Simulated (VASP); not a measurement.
Here is a VASP 6.6.1 calculation.

The input INCAR:

```
SYSTEM = Be2H3Br
PREC = Accurate
ENCUT = 600
EDIFF = 1E-6
ISMEAR = 0
SIGMA = 0.1
LREAL = .False.
LASPH = .True.
NELM = 100
ALGO = Normal
ISIF = 3
LWAVE = .False.
LCHARG = .False.
GGA = PE
IBRION = 2
NSW = 100
EDIFFG = -0.01
```

Contents of KPOINTS:

```
regular mesh
0
Gamma
  12 12 12
  0 0 0
```

Contents of POSCAR:

```
Be2H3Br
1.0
    3.0675747566      1.7710651115      2.2346661881
   -3.0675747566      1.7710651115      2.2346661881
    0.0000000000     -3.5421302229      2.2346661881
Be H Br
2 3 1
Direct
    0.3370391106      0.3370391106      0.3370391106
    0.6629608894      0.6629608894      0.6629608894
    0.5000000000      0.0000000000      0.0000000000
    0.0000000000      0.5000000000      0.0000000000
    0.0000000000      0.0000000000      0.5000000000
    0.0000000000      0.0000000000      0.0000000000
```

Potentials or basis: VASP PAW PBE potentials, release 64 (Be, H, Br).

Run with:

```console
$ cat potpaw_PBE.64/Be/POTCAR potpaw_PBE.64/H/POTCAR potpaw_PBE.64/Br/POTCAR > POTCAR
$ mpirun -np 1 vasp_std > vasp.out
```

Task: What does it give for the band gap on the k mesh?

Result: Zero (band 7 reaches 3.67 eV, above the bottom of band 8 at 1.70 eV).

Final structure:
```
Be H Br
1.0
     3.06757    1.77107    2.23467
    -3.06757    1.77107    2.23467
     0.00000   -3.54213    2.23467
Be H Br
2 3 1
Cartesian
  0.0000 0.0000 2.2595
  0.0000 0.0000 4.4445
  1.5338 0.8855 1.1173
  -1.5338 0.8855 1.1173
  0.0000 -1.7711 1.1173
  0.0000 0.0000 0.0000
```

Caveat: the relaxation stopped at its first step, so nothing moved.
